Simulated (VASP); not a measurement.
Set up this calculation in VASP 6.6.1, as the native input.

| Item | Value |
| --- | --- |
| Task | single point |
| Functional | LDA |
| Potentials or basis | VASP PAW LDA potentials, release 64 (Co) |
| Cutoff | 520 eV |
| k mesh | 17 × 17 × 17 |
| Occupations | fermi-dirac, width 0.05 eV |
| Spin | collinear spin, ferromagnetic start |
| Starting moments | [1.7] μB |
| Dipole correction | no |
| Further INCAR settings | ALGO = Normal; EDIFF = 1e-06; NBANDS = 14 |

The structure of Co lies in POSCAR:

```
Co
1.0
    2.1364944481      0.0000000000      0.0000000000
    0.0000000000      2.1364944481      0.0000000000
    0.0000000000      0.0000000000      2.1364944481
Co
1
Direct
    0.0000000000      0.0000000000      0.0000000000
```

This cell differs from its parent crystal: volume scaled by 0.85.

The input as run:

INCAR

```
ALGO = Normal
EDIFF = 1E-6
ENCUT = 520
ISIF = 2
ISMEAR = -1
ISPIN = 2
LASPH = T
LCHARG = F
LMAXMIX = 4
LORBIT = 11
LREAL = F
LWAVE = F
MAGMOM = 1.7
NBANDS = 14
NELM = 150
PREC = Accurate
SIGMA = 0.05
```

KPOINTS

```
k-points
0
Gamma
  17 17 17
```

Potentials or basis: VASP PAW LDA potentials, release 64 (Co).

The run is started by

```console
$ cat potpaw_LDA.64/Co/POTCAR > POTCAR
$ mpirun -np 1 vasp_std > vasp.out
```

It gave:

* Pressure: 42.5 GPa
* Net moment: 1.21 μB per cell
* Site moments: Co +1.20 μB
* Valence electrons inside the program's atomic spheres: Co 8.73

Run time: 13 s on 1 thread of Intel(R) Xeon(R) Platinum 8488C (Sapphire Rapids) (shared host), peak memory 0.14 GiB.
